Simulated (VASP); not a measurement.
Wanted: the native input for a VASP 6.6.1 run.

```yaml
Task: single point
Functional: PBE
Potentials_or_basis: VASP PAW PBE potentials, release 64 (C)
Cutoff: 520 eV
k_mesh: 8 × 8 × 8
Occupations: gaussian, width 0.1 eV
Spin: no spin polarisation
Dipole_correction: no
Further_INCAR_settings: ALGO = Normal; EDIFF = 1e-06; NBANDS = 16
```

The structure of C lies in POSCAR:

```
C
1.0
   -2.1893959733      2.1893959733      1.2551624278
    2.1893959733     -2.1893959733      1.2551624278
    2.1893959733      2.1893959733     -1.2551624278
C
4
Direct
    0.6802408877      0.6802408877      0.3604817755
    0.3197591123      0.3197591123      0.6395182245
    0.3197591123      0.6802408877      0.0000000000
    0.6802408877      0.3197591123      0.0000000000
```

The input as run:

INCAR

```
SYSTEM = C
PREC = Accurate
ENCUT = 520
EDIFF = 1E-6
ISMEAR = 0
SIGMA = 0.1
LREAL = .FALSE.
LASPH = .TRUE.
NELM = 100
ALGO = Normal
ISIF = 2
LWAVE = .FALSE.
LCHARG = .TRUE.
GGA = PE
LELF = .TRUE.
LVHAR = .TRUE.
NBANDS = 16
```

KPOINTS

```
Automatic mesh
0
G
  8 8 8
  0 0 0
```

Potentials or basis: VASP PAW PBE potentials, release 64 (C).

Launch:

```sh
$ cat potpaw_PBE.64/C/POTCAR > POTCAR
$ mpirun -np 1 vasp_std > vasp.out
```

Results of the run:

```json
{
  "Pressure": "0.6 GPa",
  "Largest force": "0.005 eV/Å",
  "Band gap on the k mesh": "2.53 eV, indirect (least direct gap 4.73 eV)"
}
```

It took 26 s on 1 thread of Intel(R) Xeon(R) 6975P-C (Granite Rapids), with other jobs on the host, peak memory 0.15 GiB.
